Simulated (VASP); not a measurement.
# Bi (Pm-3m) in VASP: a series of runs, part 2 of 2

VASP 6.6.1. Earlier steps stand in the parts before.

### Step 3. Single point, RPBE (volume scaled by 0.96)

The input, INCAR:

```
ALGO = Normal
EDIFF = 1E-6
ENCUT = 520
GGA = RP
ISIF = 2
ISMEAR = -1
LASPH = True
LCHARG = False
LREAL = False
LWAVE = False
NBANDS = 14
NELM = 100
PREC = Accurate
SIGMA = 0.1
```

The input, KPOINTS:

```
k-points
0
Gamma
  11 11 11
```

The input, POSCAR:

```
Bi
1.0
    3.2640714702      0.0000000000      0.0000000000
    0.0000000000      3.2640714702      0.0000000000
    0.0000000000      0.0000000000      3.2640714702
Bi
1
Direct
    0.0000000000      0.0000000000      0.0000000000
```

Potentials or basis: VASP PAW PBE potentials, release 64 (Bi_d).

Command:

```bash
$ cat potpaw_PBE.64/Bi_d/POTCAR > POTCAR
$ mpirun -np 1 vasp_std > vasp.out
```

OUTCAR:

```text
EDIFF = 1E-6
   ENCUT = 520
   GGA = RP
   ISIF = 2
   ISMEAR = -1
   LASPH = True
   LREAL = False
   NELM = 100
   PREC = Accurate

 ion  position               nearest neighbor table
   1  0.000  0.000  0.000-

  LATTYP: Found a simple cubic cell.
 ALAT       =     3.2640714702

  Lattice vectors:

 A1 = (   3.2640714702,   0.0000000000,   0.0000000000)
 A2 = (   0.0000000000,   3.2640714702,   0.0000000000)
 A3 = (   0.0000000000,   0.0000000000,   3.2640714702)

Analysis of symmetry for initial positions (statically):
=====================================================================
 Subroutine PRICEL returns:
 Original cell was already a primitive cell.

 Routine SETGRP: Setting up the symmetry group for a
 simple cubic supercell.

 Subroutine GETGRP returns: Found 48 space group operations
 (whereof 48 operations were pure point group operations)
 out of a pool of 48 trial point group operations.

The static configuration has the point symmetry O_h .

Analysis of symmetry for dynamics (positions and initial velocities):
=====================================================================
 Subroutine PRICEL returns:
 Original cell was already a primitive cell.

 Routine SETGRP: Setting up the symmetry group for a
 simple cubic supercell.

 Subroutine GETGRP returns: Found 48 space group operations
 (whereof 48 operations were pure point group operations)
 out of a pool of 48 trial point group operations.

The dynamic configuration has the point symmetry O_h .

 Subroutine INISYM returns: Found 48 space group operations
 (whereof 48 operations are pure point group operations),
 and found     1 'primitive' translations

----------------------------------------------------------------------------------------

                                     Primitive cell

  volume of cell :      34.7759

  direct lattice vectors                    reciprocal lattice vectors
     3.264071470  0.000000000  0.000000000     0.306365841  0.000000000  0.000000000
[... 113 lines left out ...]
   LEPSILON=     F    determine dielectric tensor
   LRPA    =     F    only Hartree local field effects (RPA)
 non-spin polarized calculation
  energy-cutoff  :      520.00
  volume of cell :       34.78
 maximum number of plane-waves:       952
   NGX = 13   NGY = 13   NGZ = 13

 number of electron      14.9999993 magnetization

 Free energy of the ion-electron system (eV)
  ---------------------------------------------------
  ext. energy  EPLUGINS =         0.00000000
  ---------------------------------------------------
  free energy    TOTEN  =        -3.45677302 eV

  energy without entropy =       -3.43525067  energy(sigma->0) =       -3.44601184

 E-fermi :   6.5247     XC(G=0):  -9.5234

 val. band max:        6.5192780158   @ k =   0.1818   0.0909   0.0909
 cond. band min:       6.6004977899   @ k =   0.4545   0.2727   0.1818
 fundamental gap:      0.0812197741
 Fermi energy:         6.5247159113

 k-point     1 :       0.0000    0.0000    0.0000
  band No.  band energies     occupation
      1     -16.4311      2.00000
      2     -16.4311      2.00000
      3     -16.1257      2.00000
      4     -16.1257      2.00000
      5     -16.1257      2.00000
      6      -6.4603      2.00000
      7       9.6961      0.00000
      8       9.6961      0.00000
      9       9.6961      0.00000
     10      12.8630      0.00000
     11      14.3278      0.00000
     12      14.3278      0.00000
     13      23.4055      0.00000
     14      23.4055      0.00000
[... 377 lines left out ...]
      1     -16.3926      2.00000
      2     -16.2700      2.00000
      3     -16.1782      2.00000
      4     -16.1776      2.00000
      5     -16.1347      2.00000
      6      -5.4073      2.00000
      7       4.5534      2.00000
      8       9.3520      0.00000
      9       9.5234      0.00000
     10      15.6598      0.00000
     11      16.2833      0.00000
     12      18.2918      0.00000
     13      18.4175      0.00000
     14      21.2002      0.00000

 [... further k-points ...]

------------------------ aborting loop because EDIFF is reached ----------------------------------------

  FORCE on cell =-STRESS in cart. coord.  units (eV):
  Direction    XX          YY          ZZ          XY          YZ          ZX
  --------------------------------------------------------------------------------------
  -------------------------------------------------------------------------------------
  Total        0.4315979      0.4315979      0.4315979      0.0000000      0.0000000      0.0000000
  in kB       19.8843304     19.8843304     19.8843304      0.0000000      0.0000000      0.0000000
  external PRESSURE =      19.8843304 kB  Pullay stress =       0.0000000 kB

 VOLUME and BASIS-vectors are now :
 -----------------------------------------------------------------------------
  energy-cutoff  :      520.00
  volume of cell :       34.78
      direct lattice vectors                 reciprocal lattice vectors
     3.264071470  0.000000000  0.000000000     0.306365841  0.000000000  0.000000000
     0.000000000  3.264071470  0.000000000     0.000000000  0.306365841  0.000000000
     0.000000000  0.000000000  3.264071470     0.000000000  0.000000000  0.306365841

 POSITION                                       TOTAL-FORCE (eV/Angst)
 -----------------------------------------------------------------------------------
      0.00000      0.00000      0.00000         0.000000      0.000000      0.000000
 -----------------------------------------------------------------------------------
    total drift:                                0.000000     -0.000000      0.000000

  FREE ENERGIE OF THE ION-ELECTRON SYSTEM (eV)
  ---------------------------------------------------
  free  energy   TOTEN  =        -3.4567730151 eV

  energy  without entropy=       -3.4352506681  energy(sigma->0) =       -3.44601184
```

stdout:

```text
POSCAR found type information on POSCAR Bi
 POSCAR found :  1 types and       1 ions
 scaLAPACK will be used
 -----------------------------------------------------------------------------
|                                                                             |
|                                                                             |
|     You enforced a specific xc type in the INCAR file but a different       |
|     I HOPE YOU KNOW WHAT YOU ARE DOING!                                     |
|                                                                             |
 -----------------------------------------------------------------------------

 LDA part: xc-table for (Slater+PW92), standard interpolation
 POSCAR, INCAR and KPOINTS ok, starting setup
 FFT: planning ... GRIDC
 FFT: planning ... GRID_SOFT
 FFT: planning ... GRID
 WAVECAR not read
 entering main loop
```

Run time: 6.6 s. Hardware: 1 thread of Intel Xeon Platinum 8488C (Sapphire Rapids), shared host; peak memory 0.14 GiB.

Results:

```yaml
Free_energy: -3.4568 eV
Pressure: 2.0 GPa
```

Caveat: the PAW data sets were made with another functional, which shifts forces and pressure a little; spin-orbit coupling is left out, which moves the levels of the heavy elements.
